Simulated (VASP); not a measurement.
**Si: single point with r2SCAN**

Si:

```
Si
1.0
    -1.62691    1.62691    1.32033
     1.62691   -1.62691    1.32033
     1.62691    1.62691   -1.32033
Si
1
Direct
  0.00000 0.00000 0.00000
```

* Program: VASP 6.6.1
* Task: single point
* Functional: r2SCAN
* Potentials or basis: VASP PAW PBE potentials, release 64 (Si)
* Cutoff: 520 eV
* k mesh: 22 × 22 × 22
* Occupations: gaussian, width 0.15 eV
* Spin: no spin polarisation

- Pressure: 0.0 GPa
- Band gap on the k mesh: zero (band 2 reaches 20.90 eV, above the bottom of band 3 at 6.75 eV)

Stress tensor (GPa, compression positive):
```
 0.75  0.00  0.00
 0.00  0.75  0.00
 0.00  0.00 -1.64
```

Levels at points of the mesh, in eV from the Fermi level:
```csv
k point,band 1,band 2,band 3,band 4,band 5
"(0.00, 0.00, 0.00)",-15.66,10.10,10.86,10.86,13.90
"(0.50, 0.00, 0.00)",-6.95,-6.34,5.13,6.57,7.09
"(0.50, 0.50, 0.00)",-9.01,-7.94,9.76,12.18,12.53
"(0.50, 0.50, 0.50)",-2.64,-2.64,-1.36,1.25,4.51
```

Run time: 3.7 min on 1 thread of Intel Xeon 6975P-C (shared host), peak memory 0.18 GiB.

Caveat: the PAW data sets were made with another functional, which shifts forces and pressure a little.
